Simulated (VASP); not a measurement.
ZnS (Wurtzite-2H): single point with BLYP+D3(BJ)

Crystal: ZnS (Wurtzite-2H).

```
Zn S
1.0
     3.75949    0.00000    0.00000
    -1.87975    3.25582    0.00000
     0.00000    0.00000    6.14975
Zn S
2 2
Cartesian
  1.8797 1.0853 3.0749
  0.0000 2.1705 0.0000
  1.8797 1.0853 5.4425
  0.0000 2.1705 2.3677
```

```json
{
  "Program": "VASP 6.6.1",
  "Task": "single point",
  "Functional": "BLYP",
  "Dispersion": "D3(BJ)",
  "Potentials or basis": "VASP PAW PBE potentials, release 64 (Zn, S)",
  "Cutoff": "520 eV",
  "k mesh": "8 × 8 × 5",
  "Occupations": "fermi-dirac, width 0.05 eV",
  "Spin": "no spin polarisation"
}
```

- Pressure: 3.5 GPa
- Largest force: 0.405 eV/Å
- Band gap on the k mesh: 2.47 eV, direct
- Dispersion energy per atom: -0.702 eV

Forces on the atoms (eV/Å):
```
Zn   0.000  0.000  0.405
Zn   0.000  0.000  0.405
S    0.000  0.000 -0.405
S    0.000  0.000 -0.405
```

Stress tensor (GPa, compression positive):
```
4.36 0.00 0.00
0.00 4.36 0.00
0.00 0.00 1.82
```

Levels at points of the mesh, in eV from the valence-band top:
```csv
k point,band 15,band 16,band 17,band 18,band 19,band 20,band 21,band 22
"(0.00, 0.00, 0.00)",-0.89,0.00,0.00,0.00,2.47,3.10,6.33,6.33
"(0.50, 0.00, 0.00)",-3.29,-2.36,-1.63,-1.03,3.67,4.40,5.28,7.21
```

Run time: 30 s on 1 thread of Intel(R) Xeon(R) 6975P-C (Granite Rapids), with other jobs on the host, peak memory 0.21 GiB.

Caveat: the PAW data sets were made with another functional, which shifts forces and pressure a little. As with any semilocal functional, this BLYP gap is likely too small.
